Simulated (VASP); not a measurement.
## CsSnBr3: single point with LDA

CsSnBr3:

```xyz
5
Lattice="5.6767 0.0000 0.0000 0.0000 5.6767 0.0000 0.0000 0.0000 5.6767" Properties=species:S:1:pos:R:3 pbc="T T T"
Cs    0.0000    0.0000    0.0000
Sn    2.8384    2.8384    2.8384
Br    2.8384    2.8384    0.0000
Br    2.8384    0.0000    2.8384
Br    0.0000    2.8384    2.8384
```

- Program: VASP 6.6.1
- Task: single point
- Functional: LDA
- Potentials or basis: VASP PAW LDA potentials, release 64 (Cs_sv, Sn_d, Br)
- Cutoff: 500 eV
- k mesh: 4 × 4 × 4
- Occupations: fermi-dirac, width 0.02 eV
- Spin: no spin polarisation

```
Pressure               : 0.0 GPa
Band gap on the k mesh : zero (filled and empty bands touch)
```

Levels at points of the mesh, in eV from the Fermi level:
```csv
k point,band 19,band 20,band 21,band 22,band 23,band 24,band 25,band 26
"(0.00, 0.00, 0.00)",-3.57,-3.39,-3.39,-3.39,1.51,2.46,2.46,3.20
"(0.50, 0.00, 0.00)",-3.76,-3.56,-3.56,-2.25,1.18,3.09,3.68,3.70
"(0.50, 0.50, 0.00)",-3.90,-3.83,-2.99,-1.07,0.65,0.65,3.74,3.82
"(0.50, 0.50, 0.50)",-2.97,-2.97,-2.97,0.01,0.01,0.01,0.07,3.02
```

It took 23 s on 1 thread of AMD EPYC 9R45 96-Core Processor (Zen 5) (shared host), peak memory 0.2 GiB.

Caveat: spin-orbit coupling is left out, which moves the levels of the heavy elements.
